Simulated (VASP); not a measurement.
## SiC (wurtzite type): relaxation of cell and atoms with PBE

SiC (wurtzite type):

```
Si C
1.0
     3.05115    0.00000    0.00000
    -1.52557    2.64237    0.00000
     0.00000    0.00000    4.97337
Si C
2 2
Direct
  0.33333 0.66667 0.00000
  0.66667 0.33333 0.50000
  0.33333 0.66667 0.37600
  0.66667 0.33333 0.87600
```

```
Program                : VASP 6.6.1
Task                   : relaxation of cell and atoms
Functional             : PBE
Potentials or basis    : VASP PAW PBE potentials, release 64 (Si, C)
Cutoff                 : 600 eV
k mesh                 : 12 × 12 × 6
Occupations            : fermi-dirac, width 0.08 eV
Spin                   : no spin polarisation
Target pressure        : -0.18 GPa
Dipole correction      : no
Further INCAR settings : ALGO = Normal; EDIFF = 1e-07; IBRION = 2; EDIFFG = -0.005; NSW = 60; ISIF = 3
```

- Relaxed volume: 10.50 Å³/atom
- Relaxed cell: a = 3.092 Å, b = 3.092 Å, c = 5.075 Å, α = 90.00°, β = 90.00°, γ = 120.00°
- Space group after relaxing (to 0.05 Å): P6_3mc (No. 186)
- Energy change on relaxing (the enthalpy is what falls): -15.6 meV/atom
- Ionic steps: 8
- Pressure after relaxing: -0.2 GPa
- Band gap on the k mesh: 2.30 eV, indirect (least direct gap 3.94 eV)

Step by step:
| step | energy change (eV) | largest force (eV/Å) | pressure (GPa) | volume (Å³) |
| --- | --- | --- | --- | --- |
| 1 | 0.0000 | 0.0590 | 10.68 | 40.10 |
| 2 | 0.0086 | 0.1182 | -9.72 | 44.17 |
| 3 | -0.0621 | 0.0528 | -0.27 | 42.03 |
| 4 | -0.0622 | 0.0510 | -0.07 | 41.99 |
| 5 | -0.0624 | 0.0163 | -0.10 | 42.00 |
| 6 | -0.0624 | 0.0069 | -0.10 | 42.00 |
| 7 | -0.0624 | 0.0052 | -0.24 | 42.03 |
| 8 | -0.0624 | 0.0000 | -0.18 | 42.02 |

Final structure:
```yaml
crystal:
  lattice:
    - [3.09205, 0.00000, 0.00000]
    - [-1.54602, 2.67779, 0.00000]
    - [0.00000, 0.00000, 5.07455]
  atoms:
    - { symbol: Si, position: [0.33333, 0.66667, 0.00008] }
    - { symbol: Si, position: [0.66667, 0.33333, 0.50008] }
    - { symbol: C, position: [0.33333, 0.66667, 0.37592] }
    - { symbol: C, position: [0.66667, 0.33333, 0.87592] }
```

Levels at points of the mesh, in eV from the valence-band top:
| k point | band 5 | band 6 | band 7 | band 8 | band 9 | band 10 | band 11 | band 12 |
| --- | --- | --- | --- | --- | --- | --- | --- | --- |
| (0.00, 0.00, 0.00) | -1.31 | -0.11 | 0.00 | 0.00 | 4.67 | 6.04 | 6.57 | 6.57 |
| (0.50, 0.00, 0.00) | -5.37 | -3.29 | -3.24 | -1.19 | 2.75 | 4.21 | 6.76 | 7.07 |
| (0.00, 0.00, 0.50) | -0.71 | -0.71 | -0.71 | -0.71 | 5.76 | 5.76 | 7.27 | 7.27 |
| (0.50, 0.00, 0.50) | -2.42 | -2.42 | -2.31 | -2.31 | 3.25 | 3.25 | 5.19 | 5.19 |

Wall time 49 s on 1 thread of Intel(R) Xeon(R) 6975P-C (Granite Rapids) (shared host), peak memory 0.18 GiB.

Caveat: the cell is relaxed towards a set pressure, so the enthalpy falls and the energy may rise. A k mesh can miss the band edges.
